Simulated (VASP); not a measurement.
# InSb3 (P4/mbm) in VASP: single point with PBE+D3(BJ)

Aim: the single point of InSb3 with PBE+D3(BJ).

Everything below comes from runs of VASP 6.6.1. Logs are shortened: lines on timing, memory, paths and dates and some standing lists are left out, and cuts for length are marked.

## Step 1: The cell of the first run

It takes space group P4/mbm (No. 127, tetragonal). Conventional cell: a = 6.694 Å, b = 6.694 Å, c = 4.733 Å, α = 90.00°, β = 90.00°, γ = 90.00°. Within 4.4 Å of In (site symmetry 4/m) lie 12 Sb at 3.35 Å. Sb (site symmetry m2m) has 8 Sb at 3.28 to 3.42 Å and 4 In at 3.35 Å within 4.3 Å. Sb (site symmetry mmm) has 8 Sb at 3.28 to 3.42 Å and 4 In at 3.35 Å within 4.3 Å.

## Step 2: Single point, PBE+D3(BJ)

INCAR

```
PREC = Accurate
ENCUT = 520
EDIFF = 1E-7
ISMEAR = 0
SIGMA = 0.15
LREAL = F
LASPH = T
NELM = 100
ALGO = Fast
ISIF = 2
LWAVE = F
LCHARG = F
GGA = PE
IVDW = 12
NBANDS = 38
```

KPOINTS

```
Automatic mesh
0
Gamma
  10 8 8
```

POSCAR

```
InSb3
1.0
   -4.7333130259      0.0000000000      0.0000000000
    0.0000000000      4.7333130259      4.7333130259
    0.0000000000      4.7333130259     -4.7333130259
In Sb
2 6
Direct
    1.0000000000      0.0000000000      0.0000000000
    1.0000000000      0.5000000000      0.5000000000
    0.5000000000      0.2605634256      0.7605634256
    0.5000000000      0.7394365744      0.2394365744
    0.0000000000      0.5000000000      0.0000000000
    0.0000000000      0.0000000000      0.5000000000
    0.5000000000      0.7605634256      0.7394365744
    0.5000000000      0.2394365744      0.2605634256
```

Potentials or basis: VASP PAW PBE potentials, release 64 (In_d, Sb).

Launch:

```bash
> cat potpaw_PBE.64/In_d/POTCAR potpaw_PBE.64/Sb/POTCAR > POTCAR
> mpirun -np 1 vasp_std > vasp.out
```

OUTCAR:

```text
PREC = Accurate
   ENCUT = 520
   EDIFF = 1E-7
   ISMEAR = 0
   LREAL = F
   LASPH = T
   NELM = 100
   ISIF = 2
   GGA = PE
   IVDW = 12
 IVDW          = 12

 ion  position               nearest neighbor table
   1  0.000  0.000  0.000-   5 3.35   6 3.35   6 3.35   5 3.35   7 3.35   8 3.35   3 3.35   4 3.35
                             3 3.35   4 3.35   7 3.35   8 3.35
   2  0.000  0.500  0.500-   5 3.35   6 3.35   5 3.35   6 3.35   7 3.35   8 3.35   3 3.35   4 3.35
                             3 3.35   4 3.35   7 3.35   8 3.35
   3  0.500  0.261  0.761-   5 3.28   5 3.28   1 3.35   1 3.35   2 3.35   2 3.35   7 3.35   7 3.35
                             8 3.35   8 3.35   6 3.42   6 3.42
   4  0.500  0.739  0.239-   5 3.28   5 3.28   1 3.35   1 3.35   2 3.35   2 3.35   8 3.35   7 3.35
                             8 3.35   7 3.35   6 3.42   6 3.42
   5  0.000  0.500  0.000-   3 3.28   4 3.28   3 3.28   4 3.28   2 3.35   1 3.35   1 3.35   2 3.35
                             7 3.42   8 3.42   7 3.42   8 3.42
   6  0.000  0.000  0.500-   7 3.28   8 3.28   7 3.28   8 3.28   1 3.35   2 3.35   1 3.35   2 3.35
                             3 3.42   4 3.42   3 3.42   4 3.42
   7  0.500  0.761  0.739-   6 3.28   6 3.28   1 3.35   1 3.35   2 3.35   2 3.35   3 3.35   4 3.35
                             3 3.35   4 3.35   5 3.42   5 3.42
   8  0.500  0.239  0.261-   6 3.28   6 3.28   1 3.35   1 3.35   2 3.35   2 3.35   4 3.35   4 3.35
                             3 3.35   3 3.35   5 3.42   5 3.42

  LATTYP: Found a simple tetragonal cell.
 ALAT       =     6.6939154762
 C/A-ratio  =     0.7071067812

  Lattice vectors:

 A1 = (   0.0000000000,   4.7333130259,   4.7333130259)
 A2 = (   0.0000000000,   4.7333130259,  -4.7333130259)
 A3 = (  -4.7333130259,   0.0000000000,   0.0000000000)

Analysis of symmetry for initial positions (statically):
=====================================================================
 Subroutine PRICEL returns:
 Original cell was already a primitive cell.

 Routine SETGRP: Setting up the symmetry group for a
 simple tetragonal supercell.

 Subroutine GETGRP returns: Found 16 space group operations
 (whereof  8 operations were pure point group operations)
 out of a pool of 16 trial point group operations.

The static configuration has the point symmetry C_4h.
 The point group associated with its full space group is D_4h.

Analysis of symmetry for dynamics (positions and initial velocities):
=====================================================================
 Subroutine PRICEL returns:
 Original cell was already a primitive cell.

 Routine SETGRP: Setting up the symmetry group for a
 simple tetragonal supercell.

 Subroutine GETGRP returns: Found 16 space group operations
[... 128 lines left out ...]
   NUPDOWN=      -1.0000    fix difference up-down
   EMIN   =  10.00;   EMAX   =-10.00  energy-range for DOS
   EFERMI =   0.00;   METHOD = LEGACY
   ISMEAR =     0;   SIGMA  =   0.15  broadening in eV -4-tet -1-fermi 0-gaus
   EFERMI_NEDOS =   21; number of points for ismear=-14 and -15
   IALGO  =     68    algorithm
   IMIX   =      4    mixing-type and parameters
     AMIX     =   0.40;   BMIX     =  1.00
     AMIX_MAG =   1.60;   BMIX_MAG =  1.00
  volume/ion in A,a.u.               =      26.51       178.91
  Fermi-wavevector in a.u.,A,eV,Ry     =   1.050257  1.984698 15.007769  1.103040
  Thomas-Fermi vector in A             =   2.185253
   LORBIT       =      0    0 simple, 1 ext, 2 COOP (PROOUT), +10 PAW based schemes
   GGA     = PE    functional components
   LHFCALC =     F    Hartree Fock is set to
   AEXX    =    0.0000 exact exchange contribution
   IVDW    =    12    specifies the selected vdW correction
   LEPSILON=     F    determine dielectric tensor
   LRPA    =     F    only Hartree local field effects (RPA)
 non-spin polarized calculation
 RMM-DIIS sequential band-by-band and
 Gauss-broadening in eV      SIGMA  =   0.15
  energy-cutoff  :      520.00
  volume of cell :      212.09
 maximum number of plane-waves:      5752
 NGX is ok and might be reduce to    36
   NGX = 17   NGY = 25   NGZ = 25

 number of electron      56.0000017 magnetization

 Free energy of the ion-electron system (eV)
  ---------------------------------------------------
  ext. energy  EPLUGINS =         0.00000000
  ---------------------------------------------------
  free energy    TOTEN  =       -28.43506776 eV

  energy without entropy =      -28.39580993  energy(sigma->0) =      -28.41543884

 E-fermi :   8.3930     XC(G=0): -10.2660

 val. band max:        8.3880596221   @ k =   0.0000   0.5000   0.2500
 cond. band min:       8.4057980530   @ k =   0.4000   0.3750   0.2500
 fundamental gap:      0.0177384309
 Fermi energy:         8.3929613155

 k-point     1 :       0.0000    0.0000    0.0000
  band No.  band energies     occupation
      1      -6.1777      2.00000
      2      -6.1499      2.00000
      3      -6.1498      2.00000
      4      -6.1426      2.00000
      5      -6.1426      2.00000
      6      -6.1333      2.00000
[... 973 lines left out ...]
     37      12.2370      0.00000
     38      12.2992      0.00000

 [... further k-points ...]

------------------------ aborting loop because EDIFF is reached ----------------------------------------

 Edisp (eV)   -3.82322

 E8    (eV) :    -1.7943

  FORCE on cell =-STRESS in cart. coord.  units (eV):
  Direction    XX          YY          ZZ          XY          YZ          ZX
  --------------------------------------------------------------------------------------
  -------------------------------------------------------------------------------------
  Total       0.37157    -0.19719    -0.19719     0.00000     0.00000     0.00000
  in kB       2.80692    -1.48956    -1.48956     0.00000     0.00000     0.00000
  external pressure =       -0.06 kB  Pullay stress =        0.00 kB

 VOLUME and BASIS-vectors are now :
 -----------------------------------------------------------------------------
  energy-cutoff  :      520.00
  volume of cell :      212.09
      direct lattice vectors                 reciprocal lattice vectors
    -4.733313026  0.000000000  0.000000000    -0.211268512  0.000000000  0.000000000
     0.000000000  4.733313026  4.733313026     0.000000000  0.105634256  0.105634256
     0.000000000  4.733313026 -4.733313026     0.000000000  0.105634256 -0.105634256

 POSITION                                       TOTAL-FORCE (eV/Angst)
 -----------------------------------------------------------------------------------
      0.00000      0.00000      0.00000         0.000000      0.000000      0.000000
      0.00000      4.73331      0.00000         0.000000      0.000000      0.000000
     -2.36666      4.83331     -2.36666         0.000000      0.007025      0.000000
     -2.36666      4.63331      2.36666         0.000000     -0.007025      0.000000
      0.00000      2.36666      2.36666         0.000000      0.000000      0.000000
      0.00000      2.36666     -2.36666         0.000000     -0.000000      0.000000
     -2.36666      7.09997      0.10000        -0.000000      0.000000      0.007025
     -2.36666      2.36666     -0.10000        -0.000000      0.000000     -0.007025
 -----------------------------------------------------------------------------------
    total drift:                                0.000000      0.000000      0.000000

  FREE ENERGIE OF THE ION-ELECTRON SYSTEM (eV)
  ---------------------------------------------------
  free  energy   TOTEN  =       -32.2582894804 eV

  energy  without entropy=      -32.2190316562  energy(sigma->0) =      -32.23866057
```

stdout:

```text
POSCAR found type information on POSCAR InSb
 POSCAR found :  2 types and       8 ions
 scaLAPACK will be used
 LDA part: xc-table for (Slater+PW92), standard interpolation
 POSCAR, INCAR and KPOINTS ok, starting setup
 FFT: planning ... GRIDC
 FFT: planning ... GRID_SOFT
 FFT: planning ... GRID
 WAVECAR not read
 entering main loop
```

Run time: 20 min. Hardware: 1 thread of Oxide Virtual Turin-like, shared host; peak memory 0.67 GiB.

What came out:

```
Free energy                : -32.2583 eV
Pressure                   : 0.0 GPa
Largest force              : 0.007 eV/Å
Band gap on the k mesh     : zero (bands 28 and 29 overlap by 1.85 eV)
Dispersion energy per atom : -0.478 eV
```

Forces on the atoms (eV/Å):
```
In   0.000  0.000  0.000
In   0.000  0.000  0.000
Sb   0.000  0.007  0.000
Sb   0.000 -0.007  0.000
Sb   0.000  0.000  0.000
Sb   0.000  0.000  0.000
Sb   0.000  0.000  0.007
Sb   0.000  0.000 -0.007
```

Stress tensor (GPa, compression positive):
```
 0.28  0.00  0.00
 0.00 -0.15  0.00
 0.00  0.00 -0.15
```

Caveat: spin-orbit coupling is left out, which moves the levels of the heavy elements.
